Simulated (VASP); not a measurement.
# Ir (Fm-3m) in VASP: further runs

Runs on Ir. Level: LDA. Tasks: single point.

All numbers are computed with VASP 6.6.1; they aren't measurements. Logs are shortened: lines on timing, memory, paths and dates and some standing lists are left out, and cuts for length are marked.

### Step 1. The cell of the first run

The structure is cubic, space group Fm-3m (No. 225). The conventional cell has a = 3.812 Å, b = 3.812 Å, c = 3.812 Å, α = 90.00°, β = 90.00°, γ = 90.00°. Within 3.6 Å of Ir (site symmetry m-3m) lie 12 Ir at 2.70 Å.

### Step 2. Single point, LDA

INCAR reads:

```
  PREC = Accurate
  ENCUT = 560
  EDIFF = 1E-6
  ISMEAR = -1
  SIGMA = 0.1
  LREAL = F
  LASPH = T
  NELM = 120
  ALGO = Normal
  ISIF = 2
  LWAVE = F
  LCHARG = F
  NBANDS = 14
  GGA_COMPAT = F
```

KPOINTS reads:

```
regular mesh
0
Gamma
  4 4 4
```

POSCAR reads:

```
Ir
1.0
    0.0000000000      1.9060927672      1.9060927672
    1.9060927672      0.0000000000      1.9060927672
    1.9060927672      1.9060927672      0.0000000000
Ir
1
Direct
    0.0000000000      0.0000000000      0.0000000000
```

Potentials or basis: VASP PAW LDA potentials, release 64 (Ir_sv_GW).

The run is started by

```sh
> cat potpaw_LDA.64/Ir_sv_GW/POTCAR > POTCAR
> mpirun -np 1 vasp_std > vasp.out
```

OUTCAR:

```text
PREC = Accurate
   ENCUT = 560
   EDIFF = 1E-6
   ISMEAR = -1
   LREAL = F
   LASPH = T
   NELM = 120
   ISIF = 2

 ion  position               nearest neighbor table
   1  0.000  0.000  0.000-

  LATTYP: Found a face centered cubic cell.
 ALAT       =     3.8121855344

  Lattice vectors:

 A1 = (   0.0000000000,   1.9060927672,   1.9060927672)
 A2 = (   1.9060927672,   0.0000000000,   1.9060927672)
 A3 = (   1.9060927672,   1.9060927672,   0.0000000000)

Analysis of symmetry for initial positions (statically):
=====================================================================
 Subroutine PRICEL returns:
 Original cell was already a primitive cell.

 Routine SETGRP: Setting up the symmetry group for a
 face centered cubic supercell.

 Subroutine GETGRP returns: Found 48 space group operations
 (whereof 48 operations were pure point group operations)
 out of a pool of 48 trial point group operations.

The static configuration has the point symmetry O_h .

Analysis of symmetry for dynamics (positions and initial velocities):
=====================================================================
 Subroutine PRICEL returns:
 Original cell was already a primitive cell.

 Routine SETGRP: Setting up the symmetry group for a
 face centered cubic supercell.

 Subroutine GETGRP returns: Found 48 space group operations
 (whereof 48 operations were pure point group operations)
 out of a pool of 48 trial point group operations.

The dynamic configuration has the point symmetry O_h .

 Subroutine INISYM returns: Found 48 space group operations
 (whereof 48 operations are pure point group operations),
 and found     1 'primitive' translations

----------------------------------------------------------------------------------------

                                     Primitive cell

  volume of cell :      13.8504

  direct lattice vectors                    reciprocal lattice vectors
     0.000000000  1.906092767  1.906092767    -0.262316719  0.262316719  0.262316719
     1.906092767  0.000000000  1.906092767     0.262316719 -0.262316719  0.262316719
     1.906092767  1.906092767  0.000000000     0.262316719  0.262316719 -0.262316719

  length of vectors
     2.695622243  2.695622243  2.695622243     0.454345884  0.454345884  0.454345884

  position of ions in fractional coordinates (direct lattice)
     0.000000000  0.000000000  0.000000000

  ion indices of the primitive-cell ions
   primitive index   ion index
                 1           1

----------------------------------------------------------------------------------------

 KPOINTS: regular mesh

Automatic generation of k-mesh.
 Grid dimensions read from file:
 generate k-points for:    4    4    4

 Generating k-lattice:

  Cartesian coordinates                     Fractional coordinates (reciprocal lattice)
    -0.065579180  0.065579180  0.065579180     0.250000000  0.000000000  0.000000000
     0.065579180 -0.065579180  0.065579180     0.000000000  0.250000000  0.000000000
     0.065579180  0.065579180 -0.065579180     0.000000000  0.000000000  0.250000000

  Length of vectors
     0.113586471  0.113586471  0.113586471

  Shift w.r.t. Gamma in fractional coordinates (k-lattice)
     0.000000000  0.000000000  0.000000000

 Subroutine IBZKPT returns following result:
 ===========================================

 Found      8 irreducible k-points:

 Following reciprocal coordinates:
            Coordinates               Weight
  0.000000  0.000000  0.000000      1.000000
  0.250000  0.000000  0.000000      8.000000
  0.500000  0.000000  0.000000      4.000000
  0.250000  0.250000  0.000000      6.000000
  0.500000  0.250000  0.000000     24.000000
 -0.250000  0.250000  0.000000     12.000000
  0.500000  0.500000  0.000000      3.000000
 -0.250000  0.500000  0.250000      6.000000
   k-points           NKPTS =      8   k-points in BZ     NKDIM =      8   number of bands    NBANDS=     14
   number of dos      NEDOS =    301   number of ions     NIONS =      1
   total plane-waves  NPLWV =  13824
   dimension x,y,z NGX =    24 NGY =   24 NGZ =   24
   dimension x,y,z NGXF=    48 NGYF=   48 NGZF=   48
   ions per type =               1
   NGX,Y,Z   is equivalent  to a cutoff of  14.80, 14.80, 14.80 a.u.
   NGXF,Y,Z  is equivalent  to a cutoff of  29.60, 29.60, 29.60 a.u.
 SYSTEM =  unknown system
   PREC   = accura    normal or accurate (medium, high low for compatibility)
   ISTART =      0    job   : 0-new  1-cont  2-samecut
   ICHARG =      2    charge: 1-file 2-atom 10-const
   ISPIN  =      1    spin polarized calculation?
   LNONCOLLINEAR =      F non collinear calculations
   LSORBIT =      F    spin-orbit coupling
   LASPH  =      T    aspherical Exc in radial PAW
   ENCUT  =  560.0 eV  41.16 Ry    6.42 a.u.   5.20  5.20  5.20*2*pi/ulx,y,z
   NELM   =    120;   NELMIN=  2; NELMDL= -5     # of ELM steps
   EDIFF  = 0.1E-05   stopping-criterion for ELM
   LREAL  =      F    real-space projection
   EDIFFG = 0.1E-04   stopping-criterion for IOM
   NSW    =      0    number of steps for IOM
   IBRION =     -1    ionic relax: 0-MD 1-quasi-New 2-CG
   NFREE  =      0    steps in history (QN), initial steepest desc. (CG)
   ISIF   =      2    stress and relaxation
   ISYM   =      2    0-nonsym 1-usesym 2-fastsym
   POTIM  = 0.5000    time-step for ionic-motion
   TEBEG  =    0.0;   TEEND  =   0.0 temperature during run
   PSTRESS=    0.0 pullay stress
   NELECT =      17.0000    total number of electrons
   NUPDOWN=      -1.0000    fix difference up-down
   EMIN   =  10.00;   EMAX   =-10.00  energy-range for DOS
   EFERMI =   0.00;   METHOD = LEGACY
   ISMEAR =    -1;   SIGMA  =   0.10  broadening in eV -4-tet -1-fermi 0-gaus
   EFERMI_NEDOS =   21; number of points for ismear=-14 and -15
   IALGO  =     38    algorithm
   IMIX   =      4    mixing-type and parameters
     AMIX     =   0.40;   BMIX     =  1.00
     AMIX_MAG =   1.60;   BMIX_MAG =  1.00
  volume/ion in A,a.u.               =      13.85        93.47
  Fermi-wavevector in a.u.,A,eV,Ry     =   1.752819  3.312348 41.802199  3.072375
  Thomas-Fermi vector in A             =   2.823075
   LORBIT       =      0    0 simple, 1 ext, 2 COOP (PROOUT), +10 PAW based schemes
   GGA     = CA    functional components
   LHFCALC =     F    Hartree Fock is set to
   AEXX    =    0.0000 exact exchange contribution
   IVDW    =     0    specifies the selected vdW correction
   LEPSILON=     F    determine dielectric tensor
   LRPA    =     F    only Hartree local field effects (RPA)
 non-spin polarized calculation
  energy-cutoff  :      560.00
  volume of cell :       13.85
 maximum number of plane-waves:       444
 NGX is ok and might be reduce to    24
   NGX = 11   NGY = 11   NGZ = 11

 number of electron      17.0000000 magnetization

 Free energy of the ion-electron system (eV)
  ---------------------------------------------------
  ext. energy  EPLUGINS =         0.00000000
  ---------------------------------------------------
  free energy    TOTEN  =       -11.43785203 eV

  energy without entropy =      -11.42458280  energy(sigma->0) =      -11.43121741

 E-fermi :  12.7423     XC(G=0): -14.9229

 val. band max:       12.3200553138   @ k =   0.5000   0.0000   0.0000
 cond. band min:      12.8066191092   @ k =   0.2500   0.2500   0.0000
 fundamental gap:      0.4865637954
 Fermi energy:        12.7422854666

 k-point     1 :       0.0000    0.0000    0.0000
  band No.  band energies     occupation
      1     -79.5835      2.00000
      2     -36.2166      2.00000
      3     -36.2166      2.00000
      4     -36.2166      2.00000
      5       1.7634      2.00000
      6       9.0262      2.00000
      7       9.0262      2.00000
      8       9.0262      2.00000
      9      11.8171      1.99981
     10      11.8171      1.99981
     11      26.6749      0.00000
     12      32.2492      0.00000
     13      32.2492      0.00000
     14      32.2492      0.00000

 k-point     2 :       0.2500    0.0000    0.0000
  band No.  band energies     occupation
      1     -79.5465      2.00000
      2     -36.6555      2.00000
      3     -36.2770      2.00000
      4     -36.2770      2.00000
      5       4.0047      2.00000
      6       8.5266      2.00000
      7       9.4815      2.00000
      8       9.4815      2.00000
      9      11.9925      1.99889
     10      11.9925      1.99889
     11      26.6191      0.00000
     12      29.5348      0.00000
     13      36.4894      0.00000
     14      36.4894      0.00000

 k-point     3 :       0.5000    0.0000    0.0000
  band No.  band energies     occupation
      1     -79.5094      2.00000
      2     -37.0754      2.00000
      3     -36.3374      2.00000
      4     -36.3374      2.00000
      5       4.7429      2.00000
      6       8.9188      2.00000
      7       8.9188      2.00000
      8      12.3201      1.97109
      9      13.9924      0.00001
     10      13.9924      0.00001
     11      20.5686      0.00000
     12      26.3348      0.00000
     13      32.3173      0.00000
     14      32.3173      0.00000

 k-point     4 :       0.2500    0.2500    0.0000
  band No.  band energies     occupation
      1     -79.5346      2.00000
      2     -36.6375      2.00000
      3     -36.3771      2.00000
      4     -36.3771      2.00000
      5       4.7854      2.00000
      6       6.9893      2.00000
      7       9.9103      2.00000
      8      11.0938      2.00000
      9      11.0938      2.00000
     10      12.8066      0.68899
     11      30.8247      0.00000
     12      31.2045      0.00000
     13      31.2045      0.00000
     14      32.2496      0.00000

 k-point     5 :       0.5000    0.2500    0.0000
  band No.  band energies     occupation
      1     -79.4975      2.00000
      2     -36.9316      2.00000
      3     -36.5637      2.00000
      4     -36.4372      2.00000
      5       5.9549      2.00000
      6       7.3195      2.00000
      7       9.2722      2.00000
      8      11.0006      2.00000
      9      14.1655      0.00000
     10      17.0798      0.00000
     11      21.3600      0.00000
     12      28.3618      0.00000
     13      29.4645      0.00000
     14      32.7394      0.00000

 k-point     6 :      -0.2500    0.2500    0.0000
  band No.  band energies     occupation
      1     -79.5097      2.00000
      2     -36.8364      2.00000
      3     -36.5831      2.00000
      4     -36.3377      2.00000
      5       6.5822      2.00000
      6       7.9350      2.00000
      7       8.3456      2.00000
      8      10.5225      2.00000
      9      11.6140      1.99997
     10      16.0395      0.00000
     11      24.7943      0.00000
     12      27.8020      0.00000
     13      30.5762      0.00000
     14      35.3721      0.00000

 k-point     7 :       0.5000    0.5000    0.0000
  band No.  band energies     occupation
      1     -79.4867      2.00000
      2     -37.0278      2.00000
      3     -36.5363      2.00000
      4     -36.5363      2.00000
      5       4.9002      2.00000
      6       5.4777      2.00000
      7      13.9651      0.00001
      8      14.5947      0.00000
      9      14.5947      0.00000
     10      14.8181      0.00000
     11      23.8991      0.00000
     12      24.6568      0.00000
     13      24.6568      0.00000
     14      34.7336      0.00000

 k-point     8 :      -0.2500    0.5000    0.2500
  band No.  band energies     occupation
      1     -79.4850      2.00000
      2     -36.7846      2.00000
      3     -36.7846      2.00000
      4     -36.5432      2.00000
      5       6.5997      2.00000
      6       8.0385      2.00000
      7       8.0385      2.00000
      8      11.1703      2.00000
      9      14.6006      0.00000
     10      21.3976      0.00000
     11      22.2868      0.00000
     12      22.2868      0.00000
     13      26.6693      0.00000
     14      38.1351      0.00000

------------------------ aborting loop because EDIFF is reached ----------------------------------------

  FORCE on cell =-STRESS in cart. coord.  units (eV):
  Direction    XX          YY          ZZ          XY          YZ          ZX
  --------------------------------------------------------------------------------------
  -------------------------------------------------------------------------------------
  Total       -0.9863409     -0.9863409     -0.9863409      0.0000000      0.0000000      0.0000000
  in kB     -114.0973467   -114.0973467   -114.0973467      0.0000000      0.0000000      0.0000000
  external PRESSURE =    -114.0973467 kB  Pullay stress =       0.0000000 kB

 VOLUME and BASIS-vectors are now :
 -----------------------------------------------------------------------------
  energy-cutoff  :      560.00
  volume of cell :       13.85
      direct lattice vectors                 reciprocal lattice vectors
     0.000000000  1.906092767  1.906092767    -0.262316719  0.262316719  0.262316719
     1.906092767  0.000000000  1.906092767     0.262316719 -0.262316719  0.262316719
     1.906092767  1.906092767  0.000000000     0.262316719  0.262316719 -0.262316719

 POSITION                                       TOTAL-FORCE (eV/Angst)
 -----------------------------------------------------------------------------------
      0.00000      0.00000      0.00000         0.000000      0.000000      0.000000
 -----------------------------------------------------------------------------------
    total drift:                                0.000000      0.000000      0.000000

  FREE ENERGIE OF THE ION-ELECTRON SYSTEM (eV)
  ---------------------------------------------------
  free  energy   TOTEN  =       -11.4378520258 eV

  energy  without entropy=      -11.4245827966  energy(sigma->0) =      -11.43121741
```

Run time: 2.4 s. Hardware: 1 thread of Intel Xeon 6975P-C (Granite Rapids), shared host; peak memory 0.12 GiB.

What came out:

- Free energy: -11.4379 eV
- Pressure: -11.4 GPa
- Band gap on the k mesh: zero (an odd number of electrons rules out a gap without spin polarisation)

Caveat: the k points lie up to 0.71 Å⁻¹ apart, too coarse for converged energies and pressures of a metal; spin-orbit coupling is left out, which moves the levels of the heavy elements.

### Step 3. Single point, LDA

INCAR reads:

```
PREC = Accurate
ENCUT = 560
EDIFF = 1E-6
ISMEAR = -1
SIGMA = 0.1
LREAL = F
LASPH = T
NELM = 120
ALGO = Normal
ISIF = 2
LWAVE = F
LCHARG = F
GGA = CA
NBANDS = 14
GGA_COMPAT = F
```

KPOINTS reads:

```
regular mesh
0
Gamma
  7 7 7
```

POSCAR is that of step 2.

Potentials or basis: VASP PAW LDA potentials, release 64 (Ir_sv_GW).

The run is started by

```sh
> cat potpaw_LDA.64/Ir_sv_GW/POTCAR > POTCAR
> mpirun -np 1 vasp_std > vasp.out
```

Run time: 2.8 s. Hardware: 1 thread of Intel Xeon 6975P-C (Granite Rapids), shared host; peak memory 0.13 GiB.

It converged, with:

- Free energy: -10.9939 eV
- Pressure: -1.9 GPa
- Band gap on the k mesh: zero (an odd number of electrons rules out a gap without spin polarisation)

Levels at points of the mesh, in eV from the Fermi level:
```csv
k point,band 4,band 5,band 6,band 7,band 8,band 9,band 10,band 11,band 12,band 13
"(0.00, 0.00, 0.00)",-49.33,-11.42,-4.14,-4.14,-4.14,-1.31,-1.31,13.46,19.07,19.07
```

Caveat: the k points lie up to 0.41 Å⁻¹ apart, too coarse for converged energies and pressures of a metal; spin-orbit coupling is left out, which moves the levels of the heavy elements.

### Step 4. Single point, LDA

INCAR reads:

```
PREC = Accurate
ENCUT = 560
EDIFF = 1E-6
ISMEAR = -1
SIGMA = 0.1
LREAL = False
LASPH = True
NELM = 120
ALGO = Normal
ISIF = 2
LWAVE = False
LCHARG = False
GGA = CA
NBANDS = 14
GGA_COMPAT = False
```

KPOINTS reads:

```
Automatic mesh
0
Gamma
  9 9 9
```

POSCAR is that of step 3.

The run is started by

```sh
> cat potpaw_LDA.64/Ir_sv_GW/POTCAR > POTCAR
> mpirun -np 1 vasp_std > vasp.out
```

It took 9.2 s on 1 thread of Intel Xeon Platinum 8259CL at 2.50GHz (Skylake/Cascade Lake), shared host; peak memory 0.13 GiB.

The run converged. Its results:

```yaml
Free_energy: -10.9382 eV
Pressure: -1.1 GPa
Band_gap_on_the_k_mesh: zero (an odd number of electrons rules out a gap without spin polarisation)
```

Levels at points of the mesh, in eV from the Fermi level:
| k point | band 6 | band 7 | band 8 | band 9 | band 10 | band 11 | band 12 | band 13 |
| --- | --- | --- | --- | --- | --- | --- | --- | --- |
| (0.00, 0.00, 0.00) | -3.91 | -3.91 | -3.91 | -1.11 | -1.11 | 13.72 | 19.30 | 19.30 |

Caveat: spin-orbit coupling is left out, which moves the levels of the heavy elements.

### Step 5. Overview

| k mesh | gap on the mesh (eV) | pressure (GPa) |
| --- | --- | --- |
| 4 × 4 × 4 | none | -11.4 |
| 7 × 7 × 7 | none | -1.9 |
| 9 × 9 × 9 | none | -1.1 |

Alike in all rows: task single point; level LDA; potentials or basis VASP PAW LDA potentials, release 64 (Ir_sv_GW); no spin polarisation; cell as given; cutoff (eV) 560; smearing fermi-dirac 0.1 eV.

Caveats: some runs use coarse meshes; spin-orbit coupling is left out, which moves the levels of the heavy elements.

Total energies depend on the potentials used, so only differences within one code and one set of settings carry meaning.

The gap in the log of VASP goes by the Fermi energy; the results here count the filled bands.